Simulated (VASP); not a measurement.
Set up this calculation in VASP 6.6.1, as the native input.

- Task: single point
- Functional: r2SCAN
- Potentials or basis: VASP PAW PBE potentials, release 64 (Zn, S)
- Cutoff: 520 eV
- k mesh: 6 × 6 × 2
- Occupations: gaussian, width 0.05 eV
- Spin: no spin polarisation
- Dipole correction: no
- Further INCAR settings: ALGO = Normal; EDIFF = 1e-06; NBANDS = 46

The system is ZnS.

```
CELL_PARAMETERS angstrom
3.80874 0.00000 0.00000
-1.90437 3.29846 0.00000
0.00000 0.00000 12.46647
ATOMIC_POSITIONS crystal
Zn 0.00000 0.00000 0.00593
Zn 0.00000 0.00000 0.49430
Zn 0.33333 0.66667 0.25287
Zn 0.66667 0.33333 0.74727
S 0.00000 0.00000 0.16919
S 0.00000 0.00000 0.70528
S 0.33333 0.66667 0.44006
S 0.66667 0.33333 0.93510
```

This cell differs from its parent crystal: atoms displaced along a vibrational mode.

The input as run:

POSCAR

```
ZnS
1.0
    3.8087369152      0.0000000000      0.0000000000
   -1.9043684576      3.2984629249      0.0000000000
    0.0000000000      0.0000000000     12.4664651431
Zn S
4 4
Direct
    0.0000000000      0.0000000000      0.0059298297
    0.0000000000      0.0000000000      0.4942989551
    0.3333333333      0.6666666667      0.2528668725
    0.6666666667      0.3333333333      0.7472743623
    0.0000000000      0.0000000000      0.1691877235
    0.0000000000      0.0000000000      0.7052845637
    0.3333333333      0.6666666667      0.4400610695
    0.6666666667      0.3333333333      0.9350966237
```

INCAR.step1

```
PREC = Accurate
ENCUT = 520
ISMEAR = 0
SIGMA = 0.05
LREAL = F
LASPH = T
NELM = 80
NBANDS = 46
GGA = PE
ALGO = Normal
EDIFF = 1E-4
LWAVE = T
LCHARG = F
```

INCAR.step2

```
PREC = Accurate
ENCUT = 520
EDIFF = 1E-6
ISMEAR = 0
SIGMA = 0.05
LREAL = F
LASPH = T
NELM = 80
ALGO = Normal
ISIF = 2
LWAVE = F
LCHARG = T
METAGGA = R2SCAN
LMIXTAU = T
LELF = T
LVHAR = T
NBANDS = 46
ISTART = 1
```

KPOINTS

```
regular mesh
0
Gamma
  6 6 2
```

Potentials or basis: VASP PAW PBE potentials, release 64 (Zn, S).

Run with:

```sh
$ cat potpaw_PBE.64/Zn/POTCAR potpaw_PBE.64/S/POTCAR > POTCAR
$ cp INCAR.step1 INCAR
$ mpirun -np 1 vasp_std > vasp.out
$ cp INCAR.step2 INCAR
$ mpirun -np 1 vasp_std > vasp.out
```

Results of the run:

```yaml
Pressure: 1.7 GPa
Largest_force: 4.798 eV/Å
Band_gap_on_the_k_mesh: 1.84 eV
```

Caveat: the cell differs from its parent crystal (atoms displaced along a vibrational mode); the PAW data sets were made with another functional, which shifts forces and pressure a little.

It took 4.4 min on 1 thread of Intel(R) Xeon(R) 6975P-C (Granite Rapids), with other jobs on the host, peak memory 0.31 GiB.
